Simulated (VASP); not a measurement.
The system is PbS.

```
Pb S
1.0
     3.65366    0.00000    0.00000
     0.00000    3.65366    0.00000
     0.00000    0.00000    3.65366
Pb S
1 1
Direct
  0.00000 0.00000 0.00000
  0.50000 0.50000 0.50000
```

| Property | Result |
| --- | --- |
| Program | VASP 6.6.1 |
| Task | relaxation of cell and atoms |
| Functional | RPBE |
| Dispersion | D3(BJ) |
| Potentials or basis | VASP PAW PBE potentials, release 64 (Pb_d, S) |
| Cutoff | 600 eV |
| k mesh | 7 × 7 × 7 |
| Occupations | fermi-dirac, width 0.05 eV |
| Spin | no spin polarisation |

At the start: pressure -16.6 GPa; volume 24.39 Å³/atom.

How do energy, volume and symmetry change on relaxing?

Over 14 steps the energy falls by 398.3 meV/atom and the volume is 18.64 Å³/atom (-23.6 %); space group Pm-3m (No. 221, to 0.05 Å).

Step by step:
| step | energy change (eV) | largest force (eV/Å) | pressure (GPa) | volume (Å³) |
| --- | --- | --- | --- | --- |
| 1 | 0.0000 | 0.0000 | -16.59 | 48.77 |
| 2 | -0.5808 | 0.0000 | 17.30 | 33.03 |
| 3 | -0.7965 | 0.0000 | 0.19 | 37.21 |
| 4 | -0.7963 | 0.0000 | -0.50 | 37.42 |
| 5 | -0.7964 | 0.0000 | -0.48 | 37.42 |
| 6 | -0.7964 | 0.0000 | -0.41 | 37.40 |
| 7 | -0.7964 | 0.0000 | -0.41 | 37.39 |
| 8 | -0.7964 | 0.0000 | -0.41 | 37.39 |
| 9 | -0.7964 | 0.0000 | -0.40 | 37.39 |
| 10 | -0.7964 | 0.0000 | -0.39 | 37.39 |
| 11 | -0.7964 | 0.0000 | -0.37 | 37.38 |
| 12 | -0.7965 | 0.0000 | -0.32 | 37.37 |
| 13 | -0.7965 | 0.0000 | -0.23 | 37.34 |
| 14 | -0.7966 | 0.0000 | -0.04 | 37.28 |

Final structure:
```xyz
2
Lattice="3.3406 0.0000 0.0000 0.0000 3.3406 0.0000 0.0000 0.0000 3.3406" Properties=species:S:1:pos:R:3 pbc="T T T"
Pb    0.0000    0.0000    0.0000
S     1.6703    1.6703    1.6703
```

Caveat: the volume moved by over 15 % at a fixed basis, so the end points are rough; the PAW data sets were made with another functional, which shifts forces and pressure a little; pairwise dispersion overbinds metals, which lowers pressure and volume.
